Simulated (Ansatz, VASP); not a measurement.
# ScAl2N3: VASP beside Ansatz

```xyz
6
Lattice="3.9235 0.0000 0.0000 -1.9618 3.3979 0.0000 0.0000 0.0000 7.2020" Properties=species:S:1:pos:R:3 pbc="T T T"
Sc    0.0000    0.0000    3.6010
Al    0.0000    2.2653    0.0000
Al    1.9618    1.1326    0.0000
N     0.0000    0.0000    0.0000
N     0.0000    2.2653    3.6010
N     1.9618    1.1326    3.6010
```

Alike in both runs: task single point; functional PBE; k mesh 6 × 6 × 4; occupations gaussian, width 0.1 eV; no spin polarisation.

```csv
,VASP,Ansatz
version,VASP 6.6.1,Ansatz 0.2.0
potentials or method,"VASP PAW PBE potentials, release 64 (Sc_sv, Al, N), cutoff 520 eV","scalar-relativistic, plane waves, PAW"
valence electrons in the cell,32,32
```

Ansatz gave:

```
gap on the k mesh at the Fermi level (eV)                     : none
pressure (GPa)                                                : 2.8
traceless stress, the component that is largest in VASP (GPa) : -11.61
```

What did VASP give for the same quantities?

gap on the k mesh at the Fermi level (eV): none; pressure (GPa): 3.0; traceless stress, the component that is largest in VASP (GPa): -11.80.

A gap of «none» marks a metal or a gap that the smearing closes.
